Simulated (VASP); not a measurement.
# Lu (P6_3/mmc) in VASP: a series of runs, part 2 of 2

VASP 6.6.1.

**3. Electric field gradients, LDA (30.88 Å³/atom)**

This run uses another cell than the first one, of 30.88 Å³/atom.

INCAR

```
PREC     = Accurate       # precision mode
ENCUT    = 520            # plane-wave cutoff, eV
EDIFF    = 1E-8           # SCF threshold, eV
ISMEAR   = -1             # smearing method
SIGMA    = 0.03           # smearing width, eV
LREAL    = False          # projectors in reciprocal space
LASPH    = True           # aspherical terms in the spheres
NELM     = 100            # most SCF steps
ALGO     = Normal         # electronic algorithm
ISIF     = 2              # what is computed and relaxed
LWAVE    = False          # write WAVECAR
LCHARG   = False          # write CHGCAR
GGA      = CA             # functional
LEFG     = True         
NBANDS   = 32             # bands
```

KPOINTS

```
regular mesh
0
Gamma
  13 13 8
```

POSCAR

```
Lu
1.0
    3.5560870662      0.0000000000      0.0000000000
   -1.7780435331      3.0796617375      0.0000000000
    0.0000000000      0.0000000000      5.6398531373
Lu
2
Direct
    0.3333333333      0.6666666667      0.2500000000
    0.6666666667      0.3333333333      0.7500000000
```

Potentials or basis: VASP PAW PBE potentials, release 64 (Lu).

On the command line:

```console
cat potpaw_PBE.64/Lu/POTCAR > POTCAR
mpirun -np 1 vasp_std > vasp.out
```

OUTCAR:

```text
PREC = Accurate
   ENCUT = 520
   EDIFF = 1E-8
   ISMEAR = -1
   LREAL = False
   LASPH = True
   NELM = 100
   ISIF = 2
   GGA = CA

 ion  position               nearest neighbor table
   1  0.333  0.667  0.250-   2 3.49   2 3.49   2 3.49   2 3.49   2 3.49   2 3.49
   2  0.667  0.333  0.750-   1 3.49   1 3.49   1 3.49   1 3.49   1 3.49   1 3.49

  LATTYP: Found a hexagonal cell.
 ALAT       =     3.5560870662
 C/A-ratio  =     1.5859716121

  Lattice vectors:

 A1 = (   3.5560870662,   0.0000000000,   0.0000000000)
 A2 = (  -1.7780435331,   3.0796617375,   0.0000000000)
 A3 = (   0.0000000000,   0.0000000000,   5.6398531373)

Analysis of symmetry for initial positions (statically):
=====================================================================
 Subroutine PRICEL returns:
 Original cell was already a primitive cell.

 Routine SETGRP: Setting up the symmetry group for a
 hexagonal supercell.

 Subroutine GETGRP returns: Found 24 space group operations
 (whereof 12 operations were pure point group operations)
 out of a pool of 24 trial point group operations.

The static configuration has the point symmetry D_3d.
 The point group associated with its full space group is D_6h.

Analysis of symmetry for dynamics (positions and initial velocities):
=====================================================================
 Subroutine PRICEL returns:
 Original cell was already a primitive cell.

 Routine SETGRP: Setting up the symmetry group for a
 hexagonal supercell.

 Subroutine GETGRP returns: Found 24 space group operations
 (whereof 12 operations were pure point group operations)
[... 157 lines left out ...]

 k-point     1 :       0.0000    0.0000    0.0000
  band No.  band energies     occupation
      1     -54.3476      2.00000
      2     -54.3212      2.00000
      3     -25.4104      2.00000
      4     -25.0610      2.00000
      5     -25.0610      2.00000
      6     -24.9944      2.00000
[... 829 lines left out ...]
     31       4.9709      0.00000
     32       4.9736      0.00000

 [... further k-points ...]

------------------------ aborting loop because EDIFF is reached ----------------------------------------

  FORCE on cell =-STRESS in cart. coord.  units (eV):
  Direction    XX          YY          ZZ          XY          YZ          ZX
  --------------------------------------------------------------------------------------
  -------------------------------------------------------------------------------------
  Total       -2.5052595     -2.5052595     -2.9925465      0.0000000      0.0000000      0.0000000
  in kB      -64.9860436    -64.9860436    -77.6261951      0.0000000      0.0000000      0.0000000
  external PRESSURE =     -69.1994274 kB  Pullay stress =       0.0000000 kB

 VOLUME and BASIS-vectors are now :
 -----------------------------------------------------------------------------
  energy-cutoff  :      520.00
  volume of cell :       61.77
      direct lattice vectors                 reciprocal lattice vectors
     3.556087066  0.000000000  0.000000000     0.281207963  0.162355493  0.000000000
    -1.778043533  3.079661737  0.000000000     0.000000000  0.324710986  0.000000000
     0.000000000  0.000000000  5.639853137     0.000000000  0.000000000  0.177309582

 POSITION                                       TOTAL-FORCE (eV/Angst)
 -----------------------------------------------------------------------------------
     -0.00000      2.05311      1.40996         0.000000     -0.000000      0.000000
      1.77804      1.02655      4.22989        -0.000000      0.000000      0.000000
 -----------------------------------------------------------------------------------
    total drift:                               -0.000000      0.000000     -0.000000

  FREE ENERGIE OF THE ION-ELECTRON SYSTEM (eV)
  ---------------------------------------------------
  free  energy   TOTEN  =       -10.1572057219 eV

  energy  without entropy=      -10.1458970459  energy(sigma->0) =      -10.15155138

 Electric field gradients (V/A^2)
---------------------------------------------------------------------
 ion       V_xx      V_yy      V_zz      V_xy      V_xz      V_yz
---------------------------------------------------------------------
   1     -24.553   -24.550    49.103     0.002     0.000    -0.000
   2     -24.553   -24.550    49.103     0.002    -0.000     0.000
---------------------------------------------------------------------

 Electric field gradients after diagonalization (V/A^2)
 (convention: |V_zz| > |V_xx| > |V_yy|)
----------------------------------------------------------------------
 ion       V_xx      V_yy      V_zz     asymmetry (V_yy - V_xx)/ V_zz
----------------------------------------------------------------------
   1     -24.554   -24.549    49.103       0.000
   2     -24.554   -24.549    49.103       0.000
----------------------------------------------------------------------

           NMR quadrupolar parameters

 Cq : quadrupolar parameter    Cq=e*Q*V_zz/h
 eta: asymmetry parameters     (V_yy - V_xx)/ V_zz
 Q  : nuclear electric quadrupole moment in mb (millibarn)
----------------------------------------------------------------------
 ion       Cq(MHz)       eta       Q (mb)
----------------------------------------------------------------------
   1       0.119       0.000       1.000
   2       0.119       0.000       1.000
----------------------------------------------------------------------
```

OSZICAR:

```text
N       E                     dE             d eps       ncg     rms          rms(c)
DAV:   1     0.254170908575E+03    0.25417E+03   -0.19271E+04  9632   0.506E+03
DAV:   2     0.206619581325E+02   -0.23351E+03   -0.22467E+03  7424   0.573E+02
DAV:   3    -0.738381827456E+01   -0.28046E+02   -0.27556E+02  9576   0.120E+02
DAV:   4    -0.103257962261E+02   -0.29420E+01   -0.29270E+01 10472   0.261E+01
DAV:   5    -0.104049478465E+02   -0.79152E-01   -0.79108E-01 10288   0.458E+00    0.537E+00
DAV:   6    -0.101960186418E+02    0.20893E+00   -0.76141E-01 10160   0.114E+01    0.234E+00
DAV:   7    -0.101616812319E+02    0.34337E-01   -0.12148E-01  9880   0.213E+00    0.529E-01
DAV:   8    -0.101570912792E+02    0.45900E-02   -0.15934E-02 10704   0.989E-01    0.121E-01
DAV:   9    -0.101571968121E+02   -0.10553E-03   -0.15481E-03  9416   0.253E-01    0.895E-02
DAV:  10    -0.101572060326E+02   -0.92205E-05   -0.27779E-04 10328   0.143E-01    0.674E-03
DAV:  11    -0.101572051550E+02    0.87757E-06   -0.12347E-05  9400   0.249E-02    0.115E-02
DAV:  12    -0.101572056899E+02   -0.53482E-06   -0.16335E-06  8880   0.104E-02    0.189E-03
DAV:  13    -0.101572057211E+02   -0.31185E-07   -0.89182E-08  8808   0.294E-03    0.348E-04
DAV:  14    -0.101572057219E+02   -0.84401E-09   -0.76393E-09  5920   0.778E-04
   1 F= -.10157206E+02 E0= -.10151551E+02  d E =-.113087E-01
```

stdout:

```text
POSCAR found type information on POSCAR Lu
 POSCAR found :  1 types and       2 ions
 scaLAPACK will be used
 -----------------------------------------------------------------------------
|                                                                             |
|                                                                             |
|     You enforced a specific xc type in the INCAR file but a different       |
|     I HOPE YOU KNOW WHAT YOU ARE DOING!                                     |
|                                                                             |
 -----------------------------------------------------------------------------

 LDA part: xc-table for (Slater(with rela. corr.)+CA(PZ))
 , standard interpolation
 POSCAR, INCAR and KPOINTS ok, starting setup
 FFT: planning ... GRIDC
 FFT: planning ... GRID_SOFT
 FFT: planning ... GRID
 WAVECAR not read
 entering main loop
ion   1

ion   2
```

It took 5.6 min on 1 thread of Intel Xeon 8259CL, shared host; peak memory 0.28 GiB.

Results:

```
Free energy                             : -10.1572 eV
Pressure                                : -6.9 GPa
Band gap on the k mesh                  : zero (bands 25 and 26 overlap by 1.62 eV)
Largest electric field gradient by atom : Lu +49.1 V/Å²
```

Levels at points of the mesh, in eV from the Fermi level:
```csv
k point,band 23,band 24,band 25,band 26,band 27,band 28
"(0.00, 0.00, 0.00)",-5.06,-2.37,0.53,2.04,2.04,2.29
"(0.00, 0.00, 0.50)",-4.28,-4.28,1.07,1.07,1.97,1.97
```

Electric field gradients, principal values (V/Å²):
```csv
atom,least,middle,greatest (by size)
1 Lu,-24.549,-24.554,49.103
2 Lu,-24.549,-24.554,49.103
```

Caveat: the cell stands under tension; without QUAD_EFG the Cq values of the log hold for a quadrupole moment of 1 mb, not for the nuclei; the PAW data sets were made with another functional, which shifts forces and pressure a little; spin-orbit coupling is left out, which moves the levels of the heavy elements.

**4. Electric field gradients, r2SCAN (28.51 Å³/atom)**

This run uses another cell than the first one, of 28.51 Å³/atom.

POSCAR

```
Lu
1.0
    3.4624620083      0.0000000000      0.0000000000
   -1.7312310041      2.9985800589      0.0000000000
    0.0000000000      0.0000000000      5.4913664532
Lu
2
Direct
    0.3333333333      0.6666666667      0.2500000000
    0.6666666667      0.3333333333      0.7500000000
```

INCAR.step1

```
SYSTEM = Lu
PREC = Accurate ; ENCUT = 520
ISMEAR = -1 ; SIGMA = 0.03
LREAL = .FALSE. ; LASPH = .TRUE.
NELM = 80 ; NBANDS = 32
GGA = PE ; ALGO = Normal
EDIFF = 1E-4 ; LWAVE = .TRUE.
LCHARG = .FALSE.
```

INCAR.step2

```
SYSTEM = Lu
PREC = Accurate ; ENCUT = 520
EDIFF = 1E-8 ; ISMEAR = -1
SIGMA = 0.03 ; LREAL = .FALSE.
LASPH = .TRUE. ; NELM = 80
ALGO = Normal ; ISIF = 2
LWAVE = .FALSE. ; LCHARG = .FALSE.
METAGGA = R2SCAN ; LMIXTAU = .TRUE.
LEFG = .TRUE. ; NBANDS = 32
ISTART = 1
```

KPOINTS

```
regular mesh
0
G
  13 13 8
  0 0 0
```

Potentials or basis: VASP PAW PBE potentials, release 64 (Lu).

On the command line:

```console
cat potpaw_PBE.64/Lu/POTCAR > POTCAR
cp INCAR.step1 INCAR
mpirun -np 1 vasp_std > vasp.out
cp INCAR.step2 INCAR
mpirun -np 1 vasp_std > vasp.out
```

OUTCAR:

```text
SYSTEM = Lu
   PREC = Accurate
   ENCUT = 520
   EDIFF = 1E-8
   ISMEAR = -1
   LREAL = .FALSE.
   LASPH = .TRUE.
   NELM = 80
   ISIF = 2
   METAGGA = R2SCAN
   ISTART = 1

 ion  position               nearest neighbor table
   1  0.333  0.667  0.250-   2 3.40   2 3.40   2 3.40   2 3.40   2 3.40   2 3.40
   2  0.667  0.333  0.750-   1 3.40   1 3.40   1 3.40   1 3.40   1 3.40   1 3.40

  LATTYP: Found a hexagonal cell.
 ALAT       =     3.4624620083
 C/A-ratio  =     1.5859716121

  Lattice vectors:

 A1 = (   3.4624620083,   0.0000000000,   0.0000000000)
 A2 = (  -1.7312310041,   2.9985800589,   0.0000000000)
 A3 = (   0.0000000000,   0.0000000000,   5.4913664532)

Analysis of symmetry for initial positions (statically):
=====================================================================
 Subroutine PRICEL returns:
 Original cell was already a primitive cell.

 Routine SETGRP: Setting up the symmetry group for a
 hexagonal supercell.

 Subroutine GETGRP returns: Found 24 space group operations
 (whereof 12 operations were pure point group operations)
 out of a pool of 24 trial point group operations.

The static configuration has the point symmetry D_3d.
 The point group associated with its full space group is D_6h.

Analysis of symmetry for dynamics (positions and initial velocities):
=====================================================================
 Subroutine PRICEL returns:
 Original cell was already a primitive cell.

 Routine SETGRP: Setting up the symmetry group for a
 hexagonal supercell.

 Subroutine GETGRP returns: Found 24 space group operations
 (whereof 12 operations were pure point group operations)
 out of a pool of 24 trial point group operations.

The dynamic configuration has the point symmetry D_3d.
 The point group associated with its full space group is D_6h.

 Subroutine INISYM returns: Found 24 space group operations
 (whereof 12 operations are pure point group operations),
 and found     1 'primitive' translations

----------------------------------------------------------------------------------------

                                     Primitive cell

  volume of cell :      57.0139

  direct lattice vectors                    reciprocal lattice vectors
     3.462462008  0.000000000  0.000000000     0.288811833  0.166745590  0.000000000
    -1.731231004  2.998580059  0.000000000     0.000000000  0.333491179  0.000000000
     0.000000000  0.000000000  5.491366453     0.000000000  0.000000000  0.182104037

  length of vectors
     3.462462008  3.462462008  5.491366453     0.333491179  0.333491179  0.182104037

  position of ions in fractional coordinates (direct lattice)
     0.333333333  0.666666667  0.250000000
     0.666666667  0.333333333  0.750000000

  ion indices of the primitive-cell ions
   primitive index   ion index
                 1           1
                 2           2

----------------------------------------------------------------------------------------

 KPOINTS: regular mesh

Automatic generation of k-mesh.
 Grid dimensions read from file:
 generate k-points for:   13   13    8
[... 72 lines left out ...]
   POTIM  = 0.5000    time-step for ionic-motion
   TEBEG  =    0.0;   TEEND  =   0.0 temperature during run
   PSTRESS=    0.0 pullay stress
   NELECT =      50.0000    total number of electrons
   NUPDOWN=      -1.0000    fix difference up-down
   EMIN   =  10.00;   EMAX   =-10.00  energy-range for DOS
   EFERMI =   0.00;   METHOD = LEGACY
   ISMEAR =    -1;   SIGMA  =   0.03  broadening in eV -4-tet -1-fermi 0-gaus
   EFERMI_NEDOS =   21; number of points for ismear=-14 and -15
   IALGO  =     38    algorithm
   IMIX   =      4    mixing-type and parameters
     AMIX     =   0.40;   BMIX     =  1.00
     AMIX_MAG =   1.60;   BMIX_MAG =  1.00
  volume/ion in A,a.u.               =      28.51       192.37
  Fermi-wavevector in a.u.,A,eV,Ry     =   1.567008  2.961215 33.409285  2.455513
  Thomas-Fermi vector in A             =   2.669251
   LORBIT       =      0    0 simple, 1 ext, 2 COOP (PROOUT), +10 PAW based schemes
   METAGGA = R2SCAN    functional components
   LHFCALC =     F    Hartree Fock is set to
   AEXX    =    0.0000 exact exchange contribution
   IVDW    =     0    specifies the selected vdW correction
   LEPSILON=     F    determine dielectric tensor
   LRPA    =     F    only Hartree local field effects (RPA)
 non-spin polarized calculation
  energy-cutoff  :      520.00
  volume of cell :       57.01
 maximum number of plane-waves:      1568
 NGX is ok and might be reduce to    28
   NGX = 13   NGY = 13   NGZ = 21

 number of electron      49.9999993 magnetization

 Free energy of the ion-electron system (eV)
  ---------------------------------------------------
  ext. energy  EPLUGINS =         0.00000000
  ---------------------------------------------------
  free energy    TOTEN  =       -76.10965624 eV

  energy without entropy =      -76.10010741  energy(sigma->0) =      -76.10488183

 E-fermi :   2.2429     XC(G=0): -11.7149

 val. band max:        2.2378903447   @ k =   0.3077   0.0769   0.0000
 cond. band min:       2.2450606463   @ k =   0.3846   0.2308   0.3750
 fundamental gap:      0.0071703016
 Fermi energy:         2.2429036228

 k-point     1 :       0.0000    0.0000    0.0000
  band No.  band energies     occupation
      1     -55.5827      2.00000
      2     -55.5428      2.00000
      3     -25.8950      2.00000
      4     -25.4197      2.00000
      5     -25.4197      2.00000
      6     -25.3358      2.00000
[... 829 lines left out ...]
     31       6.1654      0.00000
     32       6.1851      0.00000

 [... further k-points ...]

------------------------ aborting loop because EDIFF is reached ----------------------------------------

  FORCE on cell =-STRESS in cart. coord.  units (eV):
  Direction    XX          YY          ZZ          XY          YZ          ZX
  --------------------------------------------------------------------------------------
  -------------------------------------------------------------------------------------
  Total        0.6096523      0.6096523      0.1310503      0.0000000     -0.0000000      0.0000000
  in kB       17.1321449     17.1321449      3.6827095      0.0000000     -0.0000000      0.0000000
  external PRESSURE =      12.6489997 kB  Pullay stress =       0.0000000 kB

 VOLUME and BASIS-vectors are now :
 -----------------------------------------------------------------------------
  energy-cutoff  :      520.00
  volume of cell :       57.01
      direct lattice vectors                 reciprocal lattice vectors
     3.462462008  0.000000000  0.000000000     0.288811833  0.166745590  0.000000000
    -1.731231004  2.998580059  0.000000000     0.000000000  0.333491179  0.000000000
     0.000000000  0.000000000  5.491366453     0.000000000  0.000000000  0.182104037

 POSITION                                       TOTAL-FORCE (eV/Angst)
 -----------------------------------------------------------------------------------
     -0.00000      1.99905      1.37284        -0.000000      0.000000      0.000000
      1.73123      0.99953      4.11852         0.000000     -0.000000      0.000000
 -----------------------------------------------------------------------------------
    total drift:                                0.000000     -0.000000      0.000000

  FREE ENERGIE OF THE ION-ELECTRON SYSTEM (eV)
  ---------------------------------------------------
  free  energy   TOTEN  =       -76.1096562412 eV

  energy  without entropy=      -76.1001074118  energy(sigma->0) =      -76.10488183

 Electric field gradients (V/A^2)
---------------------------------------------------------------------
 ion       V_xx      V_yy      V_zz      V_xy      V_xz      V_yz
---------------------------------------------------------------------
   1     -30.982   -30.984    61.966    -0.002    -0.000     0.000
   2     -30.982   -30.984    61.966    -0.002     0.000    -0.000
---------------------------------------------------------------------

 Electric field gradients after diagonalization (V/A^2)
 (convention: |V_zz| > |V_xx| > |V_yy|)
----------------------------------------------------------------------
 ion       V_xx      V_yy      V_zz     asymmetry (V_yy - V_xx)/ V_zz
----------------------------------------------------------------------
   1     -30.986   -30.981    61.966       0.000
   2     -30.986   -30.981    61.966       0.000
----------------------------------------------------------------------

           NMR quadrupolar parameters

 Cq : quadrupolar parameter    Cq=e*Q*V_zz/h
 eta: asymmetry parameters     (V_yy - V_xx)/ V_zz
 Q  : nuclear electric quadrupole moment in mb (millibarn)
----------------------------------------------------------------------
 ion       Cq(MHz)       eta       Q (mb)
----------------------------------------------------------------------
   1       0.150       0.000       1.000
   2       0.150       0.000       1.000
----------------------------------------------------------------------
```

It took 26 min on 1 thread of Intel Xeon 8259CL, shared host; peak memory 0.31 GiB.

What came out:

| Quantity | Value |
| --- | --- |
| Free energy | -76.1097 eV |
| Pressure | 1.3 GPa |
| Band gap on the k mesh | zero (bands 25 and 26 overlap by 1.96 eV) |
| Largest electric field gradient by atom | Lu +62.0 V/Å² |

Levels at points of the mesh, in eV from the Fermi level:
```tsv
k point	band 23	band 24	band 25	band 26	band 27	band 28
(0.00, 0.00, 0.00)	-4.99	-2.49	0.49	2.49	2.49	2.82
(0.00, 0.00, 0.50)	-4.60	-4.60	1.29	1.29	2.43	2.43
```

Electric field gradients, principal values (V/Å²):
```csv
atom,least,middle,greatest (by size)
1 Lu,-30.981,-30.986,61.966
2 Lu,-30.981,-30.986,61.966
```

Caveat: without QUAD_EFG the Cq values of the log hold for a quadrupole moment of 1 mb, not for the nuclei; the PAW data sets were made with another functional, which shifts forces and pressure a little; spin-orbit coupling is left out, which moves the levels of the heavy elements.

**5. Overview**

| level | cell | gap on the mesh (eV) | pressure (GPa) |
| --- | --- | --- | --- |
| PBEsol | a = 3.510, b = 3.510, c = 5.567 Å, angles 90.0, 90.0, 120.0°, 2 atoms | none | -3.3 |
| LDA | a = 3.556, b = 3.556, c = 5.640 Å, angles 90.0, 90.0, 120.0°, 2 atoms | none | -6.9 |
| r2SCAN | a = 3.462, b = 3.462, c = 5.491 Å, angles 90.0, 90.0, 120.0°, 2 atoms | none | 1.3 |

Alike in all rows: task electric field gradients; potentials or basis VASP PAW PBE potentials, release 64 (Lu); no spin polarisation; k mesh 13 × 13 × 8; cutoff (eV) 520; smearing fermi-dirac 0.03 eV.

Caveats: the PAW data sets were made with another functional, which shifts forces and pressure a little; spin-orbit coupling is left out, which moves the levels of the heavy elements; the cell stands under tension (at least some runs).

Total energies depend on the potentials used, so only differences within one code and one set of settings carry meaning.

The gap in the log of VASP goes by the Fermi energy; the results here count the filled bands.